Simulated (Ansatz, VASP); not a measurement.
One calculation of Ti, two programs

```
Ti
1.0
     0.00000    1.99559    1.99559
     1.99559    0.00000    1.99559
     1.99559    1.99559    0.00000
Ti
1
Direct
  0.00000 0.00000 0.00000
```

Alike in both runs: task single point; functional r2SCAN; k mesh 12 × 12 × 12; occupations fermi-dirac, width 0.1 eV; no spin polarisation.

|  | VASP | Ansatz |
| --- | --- | --- |
| version | VASP 6.6.1 | Ansatz 0.2.0 |
| potentials or method | VASP PAW PBE potentials, release 64 (Ti_sv), cutoff 520 eV | plane waves, PAW |
| valence electrons in the cell | 12 | 12 |

Ansatz gave:

* pressure (GPa): 11.6

Estimate VASP's values.

pressure (GPa): 12.0.

VASP's potentials were made for PBE, not for r2SCAN. Ansatz's warnings: stress scf threshold loose.
